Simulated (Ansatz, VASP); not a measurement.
**HgTe in VASP and in Ansatz**

The input INCAR:

```
SYSTEM = HgTe
PREC     = Accurate       ! precision mode
ENCUT    = 520            ! plane-wave cutoff, eV
EDIFF    = 1E-8           ! SCF threshold, eV
ISMEAR   = -1             ! smearing method
SIGMA    = 0.03           ! smearing width, eV
LREAL    = .False.        ! projectors in reciprocal space
LASPH    = .True.         ! aspherical terms in the spheres
NELM     = 60             ! most SCF steps
ALGO     = Normal         ! electronic algorithm
ISIF     = 2              ! what is computed and relaxed
LWAVE    = .False.        ! write WAVECAR
LCHARG   = .False.        ! write CHGCAR
GGA      = CA             ! functional
LEFG     = .True.       
NBANDS   = 16             ! bands
```

KPOINTS

```
Automatic mesh
0
Gamma
  11 11 11
  0 0 0
```

POSCAR

```
HgTe
1.0
    0.0000000000      3.2018651199      3.2018651199
    3.2018651199      0.0000000000      3.2018651199
    3.2018651199      3.2018651199      0.0000000000
Hg Te
1 1
Direct
    0.0000000000      0.0000000000      0.0000000000
    0.7500000000      0.7500000000      0.7500000000
```

Input for Ansatz:

```yaml
crystal:
  lattice:
    - [0.0, 3.2018651199, 3.2018651199]
    - [3.2018651199, 0.0, 3.2018651199]
    - [3.2018651199, 3.2018651199, 0.0]
  atoms:
    - { symbol: Hg, position: [0.0, 0.0, 0.0] }
    - { symbol: Te, position: [0.75, 0.75, 0.75] }
kpoints:
  mp_grid: { grid: [11, 11, 11] }
scf:
  occupations: { method: fermi_dirac, width: 0.03 }
hamiltonian:
  xc: lda
  pseudopotentials: { kind: all_electron, datasets: crystal }
output:
  forces: true
  stress: true
  eigenvalues: true
  efg: { contact_densities: true }
```

Change from the starting cell: volume scaled by 0.98, crystal datasets.

Alike in both runs: task electric field gradients; functional LDA; k mesh 11 × 11 × 11; occupations fermi-dirac, width 0.03 eV; no spin polarisation.

|  | VASP | Ansatz |
| --- | --- | --- |
| version | VASP 6.6.1 | Ansatz 0.2.0 |
| potentials or method | VASP PAW LDA potentials, release 64 (Hg, Te), cutoff 520 eV | all-electron PAW with datasets made for the crystal, scalar-relativistic |

```tsv
	VASP	Ansatz	Ansatz less VASP
pressure (GPa)	1.0	0.7	-0.28
```

LDA's correlation is that of Perdew and Zunger in VASP and of Perdew and Wang (1992) in Ansatz. Ansatz ran all-electron here, and VASP with PAW potentials.

Spin-orbit coupling is off throughout.
